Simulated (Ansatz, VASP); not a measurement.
# Ta4N in VASP and in Ansatz

```
Ta N
1.0
     4.40215    0.00000    0.00000
     0.00000    4.40215    0.00000
     0.00000    0.00000    4.40215
Ta N
4 1
Direct
  0.25818 0.74182 0.74182
  0.74182 0.25818 0.74182
  0.74182 0.74182 0.25818
  0.25818 0.25818 0.25818
  0.00000 0.00000 0.00000
```

Change from the starting cell: species swapped into the SnI4 type (P-43m, No. 215).

Alike in both runs: functional PBE; k mesh 8 × 8 × 8; occupations gaussian, width 0.1 eV; no spin polarisation.

Ansatz relaxed the structure, and its values are those at the end. VASP's run is a single point on that final structure, the one shown.

```csv
,VASP,Ansatz
version,VASP 6.6.1,Ansatz 0.2.0
potentials or method,"VASP PAW PBE potentials, release 64 (Ta_pv, N), cutoff 520 eV","scalar-relativistic, plane waves, PAW"
valence electrons in the cell,49,57
```

VASP gave:

- gap on the k mesh at the Fermi level (eV): none
- pressure (GPa): 0.3
- rms of the force components (eV/Å): 0.035

Q: Estimate Ansatz's values.

A: gap on the k mesh at the Fermi level (eV): none; pressure (GPa): 0.0; rms of the force components (eV/Å): 0.000.

A gap of «none» marks a metal or a gap that the smearing closes. With one functional, cell and mesh, what is left measures potentials, basis and numerics. VASP's potentials hold 49 valence electrons a cell and Ansatz's 57, so a difference there can come from the potentials and not from the codes.

Spin-orbit coupling is off throughout.
